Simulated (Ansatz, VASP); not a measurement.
## Zr in VASP and in Ansatz

```xyz
6
Lattice="-2.7189 4.1615 3.1053 2.7189 -4.1615 3.1053 2.7189 4.1615 -3.1053" Properties=species:S:1:pos:R:3 pbc="T T T"
Zr    0.0000    0.0000    1.5526
Zr    0.0000    0.0000    4.6579
Zr    0.4201    2.6891    0.0000
Zr   -0.4201    2.6891    3.1053
Zr    2.2987    1.4724    3.1053
Zr    3.1390    1.4724    0.0000
```

Alike in both runs: functional PBE; k mesh 8 × 8 × 8; occupations gaussian, width 0.1 eV; no spin polarisation.

Ansatz relaxed the structure, and its values are those at the end. VASP's run is a single point on that final structure, the one shown.

```csv
,VASP,Ansatz
version,VASP 6.6.1,Ansatz 0.2.0
potentials or method,"VASP PAW PBE potentials, release 64 (Zr_sv), cutoff 520 eV","scalar-relativistic, plane waves, PAW"
valence electrons in the cell,72,72
```

```tsv
	VASP	Ansatz	Ansatz less VASP
gap on the k mesh at the Fermi level (eV)	none	none	-
pressure (GPa)	0.0	0.0	-0.02
```

A gap of «none» marks a metal or a gap that the smearing closes.
